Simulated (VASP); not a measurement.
Input of a VASP 6.6.1 run:

Contents of INCAR:

```
SYSTEM = GaN
PREC = Accurate
ENCUT = 520
EDIFF = 1E-6
ISMEAR = 0
SIGMA = 0.01
LREAL = .FALSE.
LASPH = .TRUE.
NELM = 80
ALGO = Normal
ISIF = 2
LWAVE = .FALSE.
LCHARG = .FALSE.
GGA = PE
NBANDS = 46
```

KPOINTS

```
Automatic mesh
0
Gamma
  2 2 1
  0.25 0.25 0.25
```

Contents of POSCAR:

```
GaN
1.0
    3.2186213444      0.0000000003      0.0000000000
   -1.6093106744      2.7874078503      0.0000000000
    0.0000000000      0.0000000000     10.4870679900
Ga N
4 4
Direct
    0.6686631883      0.3312146125      0.2493280882
    0.3312146125      0.6686631883      0.4993280882
    0.6686631883      0.3312146125      0.7493280882
    0.3312146125      0.6686631883      0.9993280882
    0.6652205912      0.3349016080      0.4381719118
    0.3349016080      0.6652205912      0.1881719118
    0.6652205912      0.3349016080      0.9381719118
    0.3349016080      0.6652205912      0.6881719118
```

Potentials or basis: VASP PAW PBE potentials, release 64 (Ga_d, N).

Command:

```bash
$ cat potpaw_PBE.64/Ga_d/POTCAR potpaw_PBE.64/N/POTCAR > POTCAR
$ mpirun -np 1 vasp_std > vasp.out
```

Q: Estimate the band gap on the k mesh.

A: 4.49 eV.

Q: What does it give for the pressure?

A: -0.7 GPa.

Q: Predict the largest force.

A: 0.061 eV/Å.

Forces on the atoms (eV/Å):
```
Ga  -0.050  0.034 -0.007
Ga   0.054 -0.026 -0.007
Ga  -0.050  0.034 -0.007
Ga   0.054 -0.026 -0.007
N   -0.003 -0.003  0.007
N   -0.001 -0.005  0.007
N   -0.003 -0.003  0.007
N   -0.001 -0.005  0.007
```

Caveat: the k points lie up to 1.13 Å⁻¹ apart. Expect the measured gap to be larger: semilocal functionals such as PBE lack the derivative discontinuity.
